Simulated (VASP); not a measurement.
Here is a VASP 6.6.1 calculation.

File INCAR:

```
SYSTEM = NaCl
  PREC = Accurate
  ENCUT = 520
  EDIFF = 1E-7
  ISMEAR = 0
  SIGMA = 0.01
  LREAL = .FALSE.
  LASPH = .TRUE.
  NELM = 100
  ALGO = Normal
  ISIF = 2
  LWAVE = .FALSE.
  LCHARG = .FALSE.
  GGA = PE
  NBANDS = 14
```

File KPOINTS:

```
Automatic mesh
0
G
  6 6 6
  0 0 0
```

File POSCAR:

```
NaCl
1.0
    0.0000000000      2.8026988303      2.8026988303
    2.8026988303      0.0000000000      2.8026988303
    2.8026988303      2.8026988303      0.0000000000
Na Cl
1 1
Direct
    0.0000000000      0.0000000000      0.0000000000
    0.5000000000      0.5000000000      0.5000000000
```

Potentials or basis: VASP PAW PBE potentials, release 64 (Na_pv, Cl).

The run is started by

```console
$ cat potpaw_PBE.64/Na_pv/POTCAR potpaw_PBE.64/Cl/POTCAR > POTCAR
$ mpirun -np 1 vasp_std > vasp.out
```

Question: What does it give for the pressure?

Answer: 1.2 GPa.

Question: Estimate the band gap on the k mesh.

Answer: 5.18 eV.
